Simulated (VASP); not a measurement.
Set up this calculation in VASP 6.6.1, as the native input.

```yaml
Task: relaxation of cell and atoms
Functional: PBEsol
Potentials_or_basis: VASP PAW PBE potentials, release 64 (Zn, Se)
Cutoff: 600 eV
k_mesh: 8 × 8 × 8
Occupations: gaussian, width 0.01 eV
Spin: no spin polarisation
Target_pressure: 6 GPa
Dipole_correction: no
Further_INCAR_settings: ALGO = Normal; EDIFF = 1e-06; IBRION = 2; EDIFFG = -0.001; NSW = 80; ISIF = 3
```

The structure of ZnSe lies in POSCAR:

```
ZnSe
1.0
    0.0000000000      2.8166002289      2.8166002289
    2.8166002289      0.0000000000      2.8166002289
    2.8166002289      2.8166002289      0.0000000000
Zn Se
1 1
Direct
    0.0000000000      0.0000000000      0.0000000000
    0.7500000000      0.7500000000      0.7500000000
```

One way to write it, as run:

INCAR

```
PREC = Accurate
ENCUT = 600
EDIFF = 1E-6
ISMEAR = 0
SIGMA = 0.01
LREAL = F
LASPH = T
NELM = 60
ALGO = Normal
ISIF = 3
LWAVE = F
LCHARG = F
GGA = PS
IBRION = 2
NSW = 80
EDIFFG = -0.001
PSTRESS = 60.0
```

KPOINTS

```
Automatic mesh
0
Gamma
  8 8 8
```

Potentials or basis: VASP PAW PBE potentials, release 64 (Zn, Se).

Command:

```bash
$ cat potpaw_PBE.64/Zn/POTCAR potpaw_PBE.64/Se/POTCAR > POTCAR
$ mpirun -np 1 vasp_std > vasp.out
```

It gave:

| Property | Result |
| --- | --- |
| Relaxed volume | 20.77 Å³/atom |
| Relaxed cell | a = 3.887 Å, b = 3.887 Å, c = 3.887 Å, α = 60.00°, β = 60.00°, γ = 60.00° |
| Space group after relaxing (to 0.1 Å) | F-43m (No. 216) |
| Energy change on relaxing (the run minimises the enthalpy) | +28.8 meV/atom |
| Ionic steps | 5 |
| Pressure after relaxing | 6.0 GPa |
| Band gap on the k mesh | 1.55 eV |

Caveat: the cell is relaxed towards a set pressure, so the run minimises the enthalpy, not the energy; the PAW data sets were made with another functional, which shifts forces and pressure a little.

It took 69 s on 1 thread of Intel Xeon 8259CL, with other jobs on the host, peak memory 0.2 GiB.
